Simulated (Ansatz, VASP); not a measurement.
**CsCl in VASP and in Ansatz**

File INCAR:

```
  PREC = Accurate
  ENCUT = 500
  EDIFF = 1E-6
  ISMEAR = -1
  SIGMA = 0.03
  LREAL = False
  LASPH = True
  NELM = 120
  ALGO = Normal
  ISIF = 2
  LWAVE = False
  LCHARG = False
  GGA = PS
  NBANDS = 15
  GGA_COMPAT = False
```

File KPOINTS:

```
regular mesh
0
Gamma
  6 6 6
```

File POSCAR:

```
CsCl
1.0
    4.1092105993      0.0000000000      0.0000000000
    0.0000000000      4.1092105993      0.0000000000
    0.0000000000      0.0000000000      4.1092105993
Cs Cl
1 1
Direct
    0.0000000000      0.0000000000      0.0000000000
    0.5000000000      0.5000000000      0.5000000000
```

Input for Ansatz:

```yaml
crystal:
  lattice:
    - [4.1092105993, 0.0, 0.0]
    - [0.0, 4.1092105993, 0.0]
    - [0.0, 0.0, 4.1092105993]
  atoms:
    - { symbol: Cs, position: [0.0, 0.0, 0.0] }
    - { symbol: Cl, position: [0.5, 0.5, 0.5] }
kpoints:
  mp_grid: { grid: [6, 6, 6] }
  band_path:
    path:
      - [0.0, 0.0, 0.0]
      - [0.0, 0.5, 0.0]
      - [0.5, 0.5, 0.0]
      - [0.0, 0.0, 0.0]
      - [0.5, 0.5, 0.5]
      - [0.0, 0.5, 0.0]
      - [0.5, 0.5, 0.5]
      - [0.5, 0.5, 0.0]
    npoints: 5
scf:
  occupations: { method: fermi_dirac, width: 0.03 }
hamiltonian:
  xc: pbesol
  pseudopotentials: { kind: all_electron, lapw: { basis_error: 0.001 } }
output:
  forces: true
  stress: true
  eigenvalues: true
```

Change from the starting cell: volume scaled by 0.99.

Alike in both runs: task single point; functional PBEsol; k mesh 6 × 6 × 6; occupations fermi-dirac, width 0.03 eV; no spin polarisation.

|  | VASP | Ansatz |
| --- | --- | --- |
| version | VASP 6.6.1 | Ansatz 0.2.0 |
| potentials or method | VASP PAW PBE potentials, release 64 (Cs_sv, Cl), cutoff 500 eV | all-electron LAPW, scalar-relativistic |

```csv
,VASP,Ansatz,Ansatz less VASP
gap on the k mesh at the Fermi level (eV),5.09,5.10,+0.012
pressure (GPa),-0.5,-0.5,-0.03
```

VASP's potentials were made for PBE, not for PBEsol. Ansatz ran all-electron here, and VASP with PAW potentials.

Spin-orbit coupling is off throughout.
